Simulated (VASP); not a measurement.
Input of a VASP 6.6.1 run:

Contents of INCAR:

```
ALGO = Normal ; EDIFF = 1E-8
ENCUT = 520 ; GGA = PE
ISIF = 2 ; ISMEAR = -1
ISPIN = 2 ; LASPH = T
LCHARG = F ; LEFG = T
LMAXMIX = 4 ; LORBIT = 11
LREAL = F ; LWAVE = F
MAGMOM = 2 2 ; NBANDS = 20
NELM = 150 ; PREC = Accurate
SIGMA = 0.05
```

Contents of KPOINTS:

```
k-points
0
Gamma
  17 17 9
```

The input POSCAR:

```
Co
1.0
    2.4448853601      0.0000000000      0.0000000000
   -1.2224426800      2.1173328312      0.0000000000
    0.0000000000      0.0000000000      3.9501504872
Co
2
Direct
    0.3333333333      0.6666666667      0.2500000000
    0.6666666667      0.3333333333      0.7500000000
```

Potentials or basis: VASP PAW PBE potentials, release 64 (Co).

Command:

```console
$ cat potpaw_PBE.64/Co/POTCAR > POTCAR
$ mpirun -np 1 vasp_std > vasp.out
```

(1) What does it give for the pressure?

(2) What does it give for the net moment?

Answers

(1) 13.9 GPa.

(2) 3.14 μB per cell.

Caveat: without QUAD_EFG the Cq values of the log hold for a quadrupole moment of 1 mb, not for the nuclei.
